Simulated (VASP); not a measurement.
# Ni (Im-3m) in VASP: further runs, part 2 of 2

VASP 6.6.1. The steps go on from the part before.

## (3) Band structure, PBE+U, collinear spin, ferromagnetic start

File INCAR:

```
SYSTEM = Ni
ALGO = Normal ; EDIFF = 1E-6
ENCUT = 540 ; GGA = PE
GGA_COMPAT = .False. ; ISMEAR = 2
ISPIN = 2 ; LASPH = .True.
LCHARG = .False. ; LDAU = .True.
LDAUJ = 0 ; LDAUL = 2
LDAUTYPE = 2 ; LDAUU = 4
LMAXMIX = 4 ; LORBIT = 11
LREAL = .False. ; LWAVE = .False.
MAGMOM = 1 ; NBANDS = 31
NELM = 200 ; PREC = Accurate
SIGMA = 0.05
```

File KPOINTS:

```
Automatic mesh
0
Gamma
  31 31 31
  0 0 0
```

File KPOINTS_OPT:

```
path GHNGPH,PN
12
line-mode
reciprocal
 0.0000000000  0.0000000000  0.0000000000  G
 0.5000000000 -0.5000000000  0.5000000000  H

 0.5000000000 -0.5000000000  0.5000000000  H
 0.0000000000  0.0000000000  0.5000000000  N

 0.0000000000  0.0000000000  0.5000000000  N
 0.0000000000  0.0000000000  0.0000000000  G

 0.0000000000  0.0000000000  0.0000000000  G
 0.2500000000  0.2500000000  0.2500000000  P

 0.2500000000  0.2500000000  0.2500000000  P
 0.5000000000 -0.5000000000  0.5000000000  H

 0.2500000000  0.2500000000  0.2500000000  P
 0.0000000000  0.0000000000  0.5000000000  N
```

File POSCAR:

```
Ni
1.0
   -1.3837154700      1.3837154700      1.3837154700
    1.3837154700     -1.3837154700      1.3837154700
    1.3837154700      1.3837154700     -1.3837154700
Ni
1
Direct
    0.0000000000      0.0000000000      0.0000000000
```

Potentials or basis: VASP PAW PBE potentials, release 64 (Ni).

On the command line:

```
> cat potpaw_PBE.64/Ni/POTCAR > POTCAR
> mpirun -np 1 vasp_std > vasp.out
```

OUTCAR:

```text
SYSTEM = Ni
   EDIFF = 1E-6
   ENCUT = 540
   GGA = PE
   ISMEAR = 2
   ISPIN = 2
   LASPH = .True.
   LORBIT = 11
   LREAL = .False.
   NELM = 200
   PREC = Accurate

 ion  position               nearest neighbor table
   1  0.000  0.000  0.000-

  LATTYP: Found a body centered cubic cell.
 ALAT       =     2.7674309400

  Lattice vectors:

 A1 = (  -1.3837154700,   1.3837154700,   1.3837154700)
 A2 = (   1.3837154700,  -1.3837154700,   1.3837154700)
 A3 = (   1.3837154700,   1.3837154700,  -1.3837154700)

Analysis of symmetry for initial positions (statically):
=====================================================================
 Subroutine PRICEL returns:
 Original cell was already a primitive cell.

 Routine SETGRP: Setting up the symmetry group for a
 body centered cubic supercell.

 Subroutine GETGRP returns: Found 48 space group operations
 (whereof 48 operations were pure point group operations)
 out of a pool of 48 trial point group operations.

The static configuration has the point symmetry O_h .

Analysis of symmetry for dynamics (positions and initial velocities):
=====================================================================
 Subroutine PRICEL returns:
 Original cell was already a primitive cell.

 Routine SETGRP: Setting up the symmetry group for a
 body centered cubic supercell.

 Subroutine GETGRP returns: Found 48 space group operations
 (whereof 48 operations were pure point group operations)
 out of a pool of 48 trial point group operations.

The dynamic configuration has the point symmetry O_h .

Analysis of structural, dynamic, and magnetic symmetry:
=====================================================================
 Subroutine PRICEL returns:
 Original cell was already a primitive cell.

[... 142 lines left out ...]

   CSHIFT  =0.1000    complex shift for real part using Kramers Kronig

   OMEGAMAX=  -1.0    maximum frequency
 spin polarized calculation
 Methfessel and Paxton  Order N= 2 SIGMA  =   0.05
  energy-cutoff  :      540.00
  volume of cell :       10.60
 maximum number of plane-waves:       321
   NGX =  9   NGY =  9   NGZ =  9

 number of electron      10.0000004 magnetization       0.6369039

 Free energy of the ion-electron system (eV)
  ---------------------------------------------------
  ext. energy  EPLUGINS =         0.00000000
  ---------------------------------------------------
  free energy    TOTEN  =        -2.91700509 eV

  energy without entropy =       -2.91698127  energy(sigma->0) =       -2.91699914

 E-fermi :   9.0721     XC(G=0): -13.3284

 val. band max:        9.0720944734   @ k =  -0.2903   0.2903   0.0968
 cond. band min:       9.0746304896   @ k =  -0.3871  -0.4194   0.1613
 fundamental gap:      0.0025360161
 Fermi energy:         9.0721467330

 spin component 1

 k-point     1 :       0.0000    0.0000    0.0000
  band No.  band energies     occupation
      1       0.6110      1.00000
      2       5.8724      1.00000
      3       5.8724      1.00000
      4       5.8724      1.00000
      5       7.5198      1.00000
      6       7.5198      1.00000
[... 459 lines left out ...]
      6       7.6017      1.00000
[... 9 lines left out ...]
     16      53.8121      0.00000
     17      55.9489      0.00000

 [... further k-points ...]

 spin component 2

 k-point     1 :       0.0000    0.0000    0.0000
  band No.  band energies     occupation
      1       0.5343      1.00000
      2       7.6457      1.00000
      3       7.6457      1.00000
      4       7.6457      1.00000
      5       8.0205      1.00000
      6       8.0205      1.00000
[... 459 lines left out ...]
      6       9.0178      1.04696
[... 9 lines left out ...]
     16      54.3692      0.00000
     17      56.4976      0.00000

 [... further k-points ...]

 [bands above 17 left out]

------------------------ aborting loop because EDIFF is reached ----------------------------------------

  FORCE on cell =-STRESS in cart. coord.  units (eV):
  Direction    XX          YY          ZZ          XY          YZ          ZX
  --------------------------------------------------------------------------------------
  -------------------------------------------------------------------------------------
  Total       -0.0603150     -0.0603150     -0.0603150     -0.0000000     -0.0000000      0.0000000
  in kB       -9.1187511     -9.1187511     -9.1187511     -0.0000000     -0.0000000      0.0000000
  external PRESSURE =      -9.1187511 kB  Pullay stress =       0.0000000 kB

 VOLUME and BASIS-vectors are now :
 -----------------------------------------------------------------------------
  energy-cutoff  :      540.00
  volume of cell :       10.60
      direct lattice vectors                 reciprocal lattice vectors
    -1.383715470  1.383715470  1.383715470     0.000000000  0.361345964  0.361345964
     1.383715470 -1.383715470  1.383715470     0.361345964  0.000000000  0.361345964
     1.383715470  1.383715470 -1.383715470     0.361345964  0.361345964  0.000000000

 POSITION                                       TOTAL-FORCE (eV/Angst)
 -----------------------------------------------------------------------------------
      0.00000      0.00000      0.00000        -0.000000      0.000000     -0.000000
 -----------------------------------------------------------------------------------
    total drift:                                0.000000      0.000000      0.000000

  FREE ENERGIE OF THE ION-ELECTRON SYSTEM (eV)
  ---------------------------------------------------
  free  energy   TOTEN  =        -2.9170050902 eV

  energy  without entropy=       -2.9169812747  energy(sigma->0) =       -2.91699914

 total charge

# of ion       s       p       d       tot
------------------------------------------
    1        0.487   0.448   8.522   9.457

 magnetization (x)

# of ion       s       p       d       tot
------------------------------------------
    1       -0.015  -0.031   0.706   0.661
```

OSZICAR:

```text
N       E                     dE             d eps       ncg     rms          rms(c)
DAV:   1     0.593326751933E+02    0.59333E+02   -0.31172E+03119491   0.434E+02
DAV:   2     0.568156409393E+00   -0.58765E+02   -0.51982E+02105734   0.123E+02
DAV:   3    -0.343416652067E+01   -0.40023E+01   -0.39371E+01126104   0.283E+01
DAV:   4    -0.345546074204E+01   -0.21294E-01   -0.21289E-01116011   0.211E+00
DAV:   5    -0.345546863924E+01   -0.78972E-05   -0.78983E-05119713   0.394E-02    0.916E+00
DAV:   6    -0.308608452501E+01    0.36938E+00   -0.71633E+00129441   0.154E+01    0.463E+00
DAV:   7    -0.290462757553E+01    0.18146E+00   -0.11383E+00120862   0.595E+00    0.201E+00
DAV:   8    -0.291231954709E+01   -0.76920E-02   -0.42561E-02112707   0.888E-01    0.104E+00
DAV:   9    -0.291518311178E+01   -0.28636E-02   -0.35909E-03121072   0.288E-01    0.303E-01
DAV:  10    -0.291687863299E+01   -0.16955E-02   -0.37063E-03116927   0.292E-01    0.128E-01
DAV:  11    -0.291696751762E+01   -0.88885E-04   -0.23835E-04116522   0.860E-02    0.530E-02
DAV:  12    -0.291700321027E+01   -0.35693E-04   -0.13099E-04118266   0.488E-02    0.114E-02
DAV:  13    -0.291700465776E+01   -0.14475E-05   -0.28705E-06115362   0.833E-03    0.337E-03
DAV:  14    -0.291700509016E+01   -0.43240E-06   -0.15705E-07 67559   0.257E-03
   1 F= -.29170051E+01 E0= -.29169991E+01  d E =-.238155E-04  mag=     0.6368
       N       E                     dE             ncg
DAV:   1     0.178587180740E+05   -0.23301E+05    10484
DAV:   2     0.133205660988E+05   -0.45382E+04     9391
DAV:   3     0.130189779327E+05   -0.30159E+03    11270
DAV:   4     0.130174288041E+05   -0.15491E+01    10385
DAV:   5     0.130174282625E+05   -0.54161E-03    10490
DAV:   6     0.130174282622E+05   -0.20861E-06     8875
```

stdout:

```text
POSCAR found type information on POSCAR Ni
 POSCAR found :  1 types and       1 ions
 scaLAPACK will be used
 LDA part: xc-table for (Slater+PW92), standard interpolation
 POSCAR, INCAR and KPOINTS ok, starting setup
 FFT: planning ... GRIDC
 FFT: planning ... GRID_SOFT
 FFT: planning ... GRID
 WAVECAR not read
 entering main loop
 Start KPOINTS_OPT (optional k-point list driver)
k-point batch [1-72\72]
```

Wall time 3.3 min (1 thread of Intel Xeon 6975P-C (Granite Rapids), shared host); peak memory 0.7 GiB.

What came out:

* Free energy: -2.9170 eV
* Pressure: -0.9 GPa
* Band gap along the path: zero within the smearing
* Net moment: 0.64 μB per cell
* Site moments: Ni +0.66 μB
* Valence electrons inside the program's atomic spheres: Ni 9.46

Levels at the corners of the path, in eV from the Fermi level:
Spin up:
```csv
point,band 2,band 3,band 4,band 5,band 6,band 7,band 8,band 9
Γ,-3.20,-3.20,-3.20,-1.55,-1.55,27.33,27.33,27.33
H,-5.00,-1.06,-1.06,-1.06,10.57,10.57,10.57,15.07
H,-5.00,-1.06,-1.06,-1.06,10.57,10.57,10.57,15.07
N,-4.15,-1.67,-1.40,-0.83,0.86,6.63,19.96,21.06
N,-4.15,-1.67,-1.40,-0.83,0.86,6.63,19.96,21.06
Γ,-3.20,-3.20,-3.20,-1.55,-1.55,27.33,27.33,27.33
Γ,-3.20,-3.20,-3.20,-1.55,-1.55,27.33,27.33,27.33
P,-3.88,-3.88,-1.37,-1.37,8.38,8.38,8.38,10.96
P,-3.88,-3.88,-1.37,-1.37,8.38,8.38,8.38,10.96
H,-5.00,-1.06,-1.06,-1.06,10.57,10.57,10.57,15.07
P,-3.88,-3.88,-1.37,-1.37,8.38,8.38,8.38,10.96
N,-4.15,-1.67,-1.40,-0.83,0.86,6.63,19.96,21.06
```
Spin down:
```
point  band 2  band 3  band 4  band 5  band 6  band 7  band 8  band 9
    Γ   -1.43   -1.43   -1.43   -1.05   -1.05   27.13   27.13   27.13
    H   -4.68    0.83    0.83    0.83   10.56   10.56   10.56   15.16
    H   -4.68    0.83    0.83    0.83   10.56   10.56   10.56   15.16
    N   -2.48   -0.88   -0.73    0.75    1.08    7.39   19.80   21.15
    N   -2.48   -0.88   -0.73    0.75    1.08    7.39   19.80   21.15
    Γ   -1.43   -1.43   -1.43   -1.05   -1.05   27.13   27.13   27.13
    Γ   -1.43   -1.43   -1.43   -1.05   -1.05   27.13   27.13   27.13
    P   -2.47   -2.47   -0.85   -0.85    8.99    8.99    8.99   11.10
    P   -2.47   -2.47   -0.85   -0.85    8.99    8.99    8.99   11.10
    H   -4.68    0.83    0.83    0.83   10.56   10.56   10.56   15.16
    P   -2.47   -2.47   -0.85   -0.85    8.99    8.99    8.99   11.10
    N   -2.48   -0.88   -0.73    0.75    1.08    7.39   19.80   21.15
```

Caveat: the U is typed as a test and isn't derived for this compound.
